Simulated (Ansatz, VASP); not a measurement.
**La2Ir: VASP beside Ansatz**

```
CELL_PARAMETERS angstrom
3.65971 0.00000 0.00000
-1.82986 3.16940 0.00000
0.00000 0.00000 6.38171
ATOMIC_POSITIONS crystal
La 0.33333 0.66667 0.22716
La 0.66667 0.33333 0.77284
Ir 0.00000 0.00000 0.00000
```

Change from the starting cell: species swapped into the FeI2 type (P-3m1, No. 164).

Alike in both runs: task single point; functional PBE; k mesh 6 × 6 × 4; occupations gaussian, width 0.1 eV; no spin polarisation.

```csv
,VASP,Ansatz
version,VASP 6.6.1,Ansatz 0.2.0
potentials or method,"VASP PAW PBE potentials, release 64 (La, Ir), cutoff 520 eV","scalar-relativistic, plane waves, PAW"
valence electrons in the cell,31,39
```

VASP gave:

| Item | Value |
| --- | --- |
| gap on the k mesh at the Fermi level (eV) | none |
| rms of the force components (eV/Å) | 2.497 |

Task: Which values does Ansatz return?

Result: gap on the k mesh at the Fermi level (eV): none; rms of the force components (eV/Å): 2.459.

Atom by atom the forces differ by 0.038 eV/Å (rms over components). A gap of «none» marks a metal or a gap that the smearing closes. With one functional, cell and mesh, what is left measures potentials, basis and numerics. VASP's potentials hold 31 valence electrons a cell and Ansatz's 39, so a difference there can come from the potentials and not from the codes.

Neither program's run includes spin-orbit coupling.
